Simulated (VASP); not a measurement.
Input of a VASP 6.6.1 run:

Contents of INCAR:

```
ALGO = Normal ; EDIFF = 1E-8
ENCUT = 520 ; GGA = PE
GGA_COMPAT = False ; ISIF = 2
ISMEAR = 0 ; LASPH = True
LCHARG = False ; LEFG = True
LREAL = False ; LWAVE = False
NBANDS = 11 ; NELM = 120
PREC = Accurate ; SIGMA = 0.13605693122994
```

KPOINTS

```
Automatic mesh
0
Gamma
  1 1 1
  0.5 0.5 0
```

The input POSCAR:

```
Mg2Si
1.0
    0.0000000000      3.1698179195      3.1698179195
    3.1698179195      0.0000000000      3.1698179195
    3.1698179195      3.1698179195      0.0000000000
Mg Si
2 1
Direct
    0.2500000000      0.2500000000      0.2500000000
    0.7500000000      0.7500000000      0.7500000000
    0.0000000000      0.0000000000      0.0000000000
```

Potentials or basis: VASP PAW PBE potentials, release 64 (Mg, Si).

The run is started by

```sh
$ cat potpaw_PBE.64/Mg/POTCAR potpaw_PBE.64/Si/POTCAR > POTCAR
$ mpirun -np 1 vasp_std > vasp.out
```

Problem. Estimate the band gap on the k mesh.

Solution. 2.23 eV.

Problem. Estimate the pressure.

Solution. -1.0 GPa.

Caveat: the k points lie up to 1.72 Å⁻¹ apart; without QUAD_EFG the Cq values of the log hold for a quadrupole moment of 1 mb, not for the nuclei. A k mesh can miss the band edges.
